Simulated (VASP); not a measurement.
# AlP (F-43m) in VASP: settings compared, part 2 of 2

VASP 6.6.1.

### Step 3. Density of states, PBEsol

POSCAR

```
AlP
1.0
    0.0000000000      2.7538283603      2.7538283603
    2.7538283603      0.0000000000      2.7538283603
    2.7538283603      2.7538283603      0.0000000000
Al P
1 1
Direct
    0.0000000000      0.0000000000      0.0000000000
    0.7500000000      0.7500000000      0.7500000000
```

INCAR.step1

```
SYSTEM = AlP
PREC = Accurate ; ENCUT = 400
EDIFF = 1E-6 ; ISMEAR = 0
SIGMA = 0.02 ; LREAL = .FALSE.
LASPH = .TRUE. ; NELM = 120
ALGO = Normal ; ISIF = 2
LWAVE = .FALSE. ; LCHARG = .TRUE.
GGA = PS ; NBANDS = 11
GGA_COMPAT = .FALSE. ; NEDOS = 2001
LORBIT = 11
```

KPOINTS.step1

```
regular mesh
0
G
  8 8 8
  0 0 0
```

INCAR.step2

```
SYSTEM = AlP
PREC = Accurate ; ENCUT = 400
EDIFF = 1E-6 ; ISMEAR = -5
SIGMA = 0.02 ; LREAL = .FALSE.
LASPH = .TRUE. ; NELM = 120
ALGO = Normal ; ISIF = 2
LWAVE = .FALSE. ; LCHARG = .FALSE.
GGA = PS ; LORBIT = 11
NEDOS = 2001 ; ICHARG = 11
GGA_COMPAT = .FALSE.
```

KPOINTS.step2

```
regular mesh
0
G
  12 12 12
  0 0 0
```

Potentials or basis: VASP PAW PBE potentials, release 64 (Al, P).

The run is started by

```
> cat potpaw_PBE.64/Al/POTCAR potpaw_PBE.64/P/POTCAR > POTCAR
> cp INCAR.step1 INCAR
> cp KPOINTS.step1 KPOINTS
> mpirun -np 1 vasp_std > vasp.out
> cp INCAR.step2 INCAR
> cp KPOINTS.step2 KPOINTS
> mpirun -np 1 vasp_std > vasp.out
```

OUTCAR:

```text
SYSTEM = AlP
   PREC = Accurate
   ENCUT = 400
   EDIFF = 1E-6
   ISMEAR = -5
   LREAL = .FALSE.
   LASPH = .TRUE.
   NELM = 120
   ISIF = 2
   GGA = PS
   LORBIT = 11
   ICHARG = 11

 ion  position               nearest neighbor table
   1  0.000  0.000  0.000-   2 2.38   2 2.38   2 2.38   2 2.38
   2  0.750  0.750  0.750-   1 2.38   1 2.38   1 2.38   1 2.38

  LATTYP: Found a face centered cubic cell.
 ALAT       =     5.5076567206

  Lattice vectors:

 A1 = (   0.0000000000,   2.7538283603,   2.7538283603)
 A2 = (   2.7538283603,   0.0000000000,   2.7538283603)
 A3 = (   2.7538283603,   2.7538283603,   0.0000000000)

Analysis of symmetry for initial positions (statically):
=====================================================================
 Subroutine PRICEL returns:
 Original cell was already a primitive cell.

 Routine SETGRP: Setting up the symmetry group for a
 face centered cubic supercell.

 Subroutine GETGRP returns: Found 24 space group operations
 (whereof 24 operations were pure point group operations)
 out of a pool of 48 trial point group operations.

The static configuration has the point symmetry T_d .

Analysis of symmetry for dynamics (positions and initial velocities):
=====================================================================
 Subroutine PRICEL returns:
 Original cell was already a primitive cell.

 Routine SETGRP: Setting up the symmetry group for a
 face centered cubic supercell.

 Subroutine GETGRP returns: Found 24 space group operations
 (whereof 24 operations were pure point group operations)
 out of a pool of 48 trial point group operations.

The dynamic configuration has the point symmetry T_d .

 Subroutine INISYM returns: Found 24 space group operations
 (whereof 24 operations are pure point group operations),
 and found     1 'primitive' translations

----------------------------------------------------------------------------------------

                                     Primitive cell

  volume of cell :      41.7677

  direct lattice vectors                    reciprocal lattice vectors
     0.000000000  2.753828360  2.753828360    -0.181565419  0.181565419  0.181565419
     2.753828360  0.000000000  2.753828360     0.181565419 -0.181565419  0.181565419
     2.753828360  2.753828360  0.000000000     0.181565419  0.181565419 -0.181565419

  length of vectors
     3.894501416  3.894501416  3.894501416     0.314480531  0.314480531  0.314480531

  position of ions in fractional coordinates (direct lattice)
     0.000000000  0.000000000  0.000000000
     0.750000000  0.750000000  0.750000000

  ion indices of the primitive-cell ions
   primitive index   ion index
                 1           1
                 2           2

----------------------------------------------------------------------------------------

 KPOINTS: regular mesh

Automatic generation of k-mesh.
 Grid dimensions read from file:
 generate k-points for:   12   12   12

 Generating k-lattice:

[... 42 lines left out ...]
  0.500000  0.166667  0.000000     24.000000
 -0.416667  0.166667  0.000000     24.000000
 [... further k-points ...]
   k-points           NKPTS =     72   k-points in BZ     NKDIM =     72   number of bands    NBANDS=      8
   number of dos      NEDOS =   2001   number of ions     NIONS =      2
   total plane-waves  NPLWV =  21952
   dimension x,y,z NGX =    28 NGY =   28 NGZ =   28
   dimension x,y,z NGXF=    56 NGYF=   56 NGZF=   56
   ions per type =               1   1
   NGX,Y,Z   is equivalent  to a cutoff of  11.95, 11.95, 11.95 a.u.
   NGXF,Y,Z  is equivalent  to a cutoff of  23.90, 23.90, 23.90 a.u.
 SYSTEM =  AlP
   PREC   = accura    normal or accurate (medium, high low for compatibility)
   ISTART =      0    job   : 0-new  1-cont  2-samecut
   ICHARG =     11    charge: 1-file 2-atom 10-const
   ISPIN  =      1    spin polarized calculation?
   LNONCOLLINEAR =      F non collinear calculations
   LSORBIT =      F    spin-orbit coupling
   LASPH  =      T    aspherical Exc in radial PAW
   ENCUT  =  400.0 eV  29.40 Ry    5.42 a.u.   6.35  6.35  6.35*2*pi/ulx,y,z
   NELM   =    120;   NELMIN=  2; NELMDL=  0     # of ELM steps
   EDIFF  = 0.1E-05   stopping-criterion for ELM
   LREAL  =      F    real-space projection
   EDIFFG = 0.1E-04   stopping-criterion for IOM
   NSW    =      0    number of steps for IOM
   IBRION =     -1    ionic relax: 0-MD 1-quasi-New 2-CG
   NFREE  =      0    steps in history (QN), initial steepest desc. (CG)
   ISIF   =      2    stress and relaxation
   ISYM   =      2    0-nonsym 1-usesym 2-fastsym
   POTIM  = 0.5000    time-step for ionic-motion
   TEBEG  =    0.0;   TEEND  =   0.0 temperature during run
   PSTRESS=    0.0 pullay stress
   NELECT =       8.0000    total number of electrons
   NUPDOWN=      -1.0000    fix difference up-down
   EMIN   =  10.00;   EMAX   =-10.00  energy-range for DOS
   EFERMI =   0.00;   METHOD = LEGACY
   ISMEAR =    -5;   SIGMA  =   0.02  broadening in eV -4-tet -1-fermi 0-gaus
   EFERMI_NEDOS =   21; number of points for ismear=-14 and -15
   IALGO  =     38    algorithm
   IMIX   =      4    mixing-type and parameters
     AMIX     =   0.40;   BMIX     =  1.00
     AMIX_MAG =   1.60;   BMIX_MAG =  1.00
  volume/ion in A,a.u.               =      20.88       140.93
  Fermi-wavevector in a.u.,A,eV,Ry     =   0.943680  1.783296 12.116416  0.890531
  Thomas-Fermi vector in A             =   2.071411
   LORBIT       =     11    0 simple, 1 ext, 2 COOP (PROOUT), +10 PAW based schemes
   GGA     = PS    functional components
   LHFCALC =     F    Hartree Fock is set to
   AEXX    =    0.0000 exact exchange contribution
   IVDW    =     0    specifies the selected vdW correction
   LEPSILON=     F    determine dielectric tensor
   LRPA    =     F    only Hartree local field effects (RPA)
 non-spin polarized calculation
 Fermi weights with tetrahedron method with Bloechl corrections
  energy-cutoff  :      400.00
  volume of cell :       41.77
 maximum number of plane-waves:       769
 NGX is ok and might be reduce to    28

 number of electron       8.0000001 magnetization

 Free energy of the ion-electron system (eV)
  ---------------------------------------------------
  ext. energy  EPLUGINS =         0.00000000
  ---------------------------------------------------
  free energy    TOTEN  =       -10.99152947 eV

  energy without entropy =      -10.99152947  energy(sigma->0) =      -10.99152947

 E-fermi :   4.3039     XC(G=0):  -9.2653

 val. band max:        4.2995427430   @ k =   0.0000   0.0000   0.0000
 cond. band min:       5.7878721790   @ k =   0.5000   0.5000   0.0000
 fundamental gap:      1.4883294360
 Fermi energy:         4.3038879131

 k-point     1 :       0.0000    0.0000    0.0000
  band No.  band energies     occupation
      1      -7.0798      2.00000
      2       4.2995      2.00000
      3       4.2995      2.00000
      4       4.2995      2.00000
      5       7.2848      0.00000
      6       8.7754      0.00000
      7       8.7754      0.00000
      8       8.7754      0.00000
[... 243 lines left out ...]
 k-point    24 :      -0.4167    0.1667    0.0000
  band No.  band energies     occupation
      1      -5.2770      2.00000
      2      -0.9077      2.00000
      3       2.1311      2.00000
      4       3.2633      2.00000
      5       7.6369      0.00000
      6       9.1997      0.00000
      7       9.9454      0.00000
      8      12.4009      0.00000

 [... further k-points ...]

------------------------ aborting loop because EDIFF is reached ----------------------------------------

  FORCE on cell =-STRESS in cart. coord.  units (eV):
  Direction    XX          YY          ZZ          XY          YZ          ZX
  --------------------------------------------------------------------------------------
  -------------------------------------------------------------------------------------
  Total       -0.4385995     -0.4385995     -0.4385995     -0.0000000     -0.0000000      0.0000000
  in kB      -16.8243447    -16.8243447    -16.8243447     -0.0000000     -0.0000000      0.0000000
  external PRESSURE =     -16.8243447 kB  Pullay stress =       0.0000000 kB

 VOLUME and BASIS-vectors are now :
 -----------------------------------------------------------------------------
  energy-cutoff  :      400.00
  volume of cell :       41.77
      direct lattice vectors                 reciprocal lattice vectors
     0.000000000  2.753828360  2.753828360    -0.181565419  0.181565419  0.181565419
     2.753828360  0.000000000  2.753828360     0.181565419 -0.181565419  0.181565419
     2.753828360  2.753828360  0.000000000     0.181565419  0.181565419 -0.181565419

 POSITION                                       TOTAL-FORCE (eV/Angst)
 -----------------------------------------------------------------------------------
      0.00000      0.00000      0.00000         0.000000      0.000000      0.000000
      4.13074      4.13074      4.13074        -0.000000     -0.000000     -0.000000
 -----------------------------------------------------------------------------------
    total drift:                               -0.000000     -0.000000     -0.000000

  FREE ENERGIE OF THE ION-ELECTRON SYSTEM (eV)
  ---------------------------------------------------
  free  energy   TOTEN  =       -10.9915294655 eV

  energy  without entropy=      -10.9915294655  energy(sigma->0) =      -10.99152947

 total charge

# of ion       s       p       d       tot
------------------------------------------
    1        0.394   0.375   0.000   0.769
    2        1.009   1.566   0.000   2.575
--------------------------------------------------
tot          1.402   1.941   0.000   3.343
```

Run time: 24 s. Hardware: 1 thread of Intel Xeon Platinum 8259CL at 2.50GHz (Skylake/Cascade Lake), shared host; peak memory 0.15 GiB.

Results:

| Item | Value |
| --- | --- |
| Valence electrons inside the program's atomic spheres | Al 0.77; P 2.58 |

Levels at points of the mesh, in eV from the valence-band top:
| k point | band 1 | band 2 | band 3 | band 4 | band 5 | band 6 | band 7 | band 8 |
| --- | --- | --- | --- | --- | --- | --- | --- | --- |
| (0.00, 0.00, 0.00) | -11.38 | 0.00 | 0.00 | 0.00 | 2.99 | 4.48 | 4.48 | 4.48 |
| (0.50, 0.00, 0.00) | -9.74 | -5.47 | -0.75 | -0.75 | 2.64 | 4.74 | 4.74 | 8.01 |
| (0.50, 0.50, 0.00) | -9.10 | -5.25 | -2.07 | -2.07 | 1.49 | 2.38 | 10.77 | 10.78 |

Caveat: the PAW data sets were made with another functional, which shifts forces and pressure a little.
